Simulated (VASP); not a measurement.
# Ni: relaxation of cell and atoms with PBE

Ni:

```
Ni
1.0
     2.41719    0.00000    0.00000
    -1.20859    2.09334    0.00000
     0.00000    0.00000    2.35652
Ni
1
Direct
  0.00000 0.00000 0.00000
```

```yaml
Program: VASP 6.6.1
Task: relaxation of cell and atoms
Functional: PBE
Potentials_or_basis: VASP PAW PBE potentials, release 64 (Ni)
Cutoff: 600 eV
k_mesh: 18 × 18 × 17
Occupations: fermi-dirac, width 0.05 eV
Spin: collinear spin, ferromagnetic start
Starting_moments: "[1.0] μB"
Target_pressure: -0.94 GPa
Dipole_correction: no
Further_INCAR_settings: ALGO = Normal; EDIFF = 1e-06; IBRION = 2; EDIFFG = -0.005; NSW = 32; ISIF = 3
```

```yaml
Relaxed_volume: 11.90 Å³/atom
Relaxed_cell: a = 2.417 Å, b = 2.417 Å, c = 2.353 Å, α = 90.00°, β = 90.00°, γ = 120.00°
Space_group_after_relaxing_to_0.05_Å: P6/mmm (No. 191)
Energy_change_on_relaxing_the_enthalpy_is_what_falls: -0.1 meV/atom
Ionic_steps: 17
Pressure_after_relaxing: -1.0 GPa
Net_moment: 0.55 μB per cell
Site_moments: Ni +0.56 μB
Valence_electrons_inside_the_program's_atomic_spheres: Ni 9.27
```

Step by step:
| step | energy change (eV) | largest force (eV/Å) | pressure (GPa) | volume (Å³) |
| --- | --- | --- | --- | --- |
| 1 | 0.0000 | 0.0000 | -1.23 | 11.92 |
| 2 | -0.0002 | 0.0000 | -0.69 | 11.89 |
| 3 | -0.0002 | 0.0000 | -0.88 | 11.90 |
| 4 | -0.0002 | 0.0000 | -0.91 | 11.90 |
| 5 | -0.0002 | 0.0000 | -0.54 | 11.90 |
| 6 | 0.0001 | 0.0000 | -1.31 | 11.93 |
| 7 | -0.0001 | 0.0000 | -1.12 | 11.92 |
| 8 | -0.0001 | 0.0000 | -1.08 | 11.91 |
| 9 | -0.0001 | 0.0000 | -1.00 | 11.91 |
| 10 | -0.0001 | 0.0000 | -0.97 | 11.90 |
| 11 | -0.0002 | 0.0000 | -0.95 | 11.90 |
| 12 | -0.0002 | 0.0000 | -1.12 | 11.90 |
| 13 | -0.0002 | 0.0000 | -0.81 | 11.90 |
| 14 | -0.0002 | 0.0000 | -1.01 | 11.90 |
| 15 | -0.0002 | 0.0000 | -0.91 | 11.90 |
| 16 | -0.0002 | 0.0000 | -0.96 | 11.90 |
| 17 | -0.0001 | 0.0000 | -0.96 | 11.90 |

Final structure:
```xyz
1
Lattice="2.4170 0.0000 0.0000 -1.2085 2.0932 0.0000 0.0000 0.0000 2.3527" Properties=species:S:1:pos:R:3 pbc="T T T"
Ni    2.4170    0.0000    0.0000
```

Levels at points of the mesh, in eV from the Fermi level:
Spin up:
```csv
k point,band 3,band 4,band 5,band 6,band 7,band 8
"(0.00, 0.00, 0.00)",-2.10,-2.10,-0.31,-0.31,18.48,23.49
"(0.50, 0.00, 0.00)",-1.41,-0.53,-0.19,-0.06,5.30,17.03
```
Spin down:
| k point | band 1 | band 2 | band 3 | band 4 | band 5 | band 6 | band 7 | band 8 | band 9 | band 10 |
| --- | --- | --- | --- | --- | --- | --- | --- | --- | --- | --- |
| (0.00, 0.00, 0.00) | -8.30 | -3.09 | -1.51 | -1.51 | 0.30 | 0.30 | 18.51 | 23.54 | 23.60 | 26.53 |
| (0.50, 0.00, 0.00) | -3.98 | -2.53 | -0.86 | -0.10 | 0.07 | 0.49 | 5.64 | 17.07 | 22.58 | 25.66 |

Run time: 12 min on 1 thread of Oxide Virtual Turin-like Processor, with other jobs on the host, peak memory 0.17 GiB.

Caveat: the cell is relaxed towards a set pressure, so the enthalpy falls and the energy may rise.
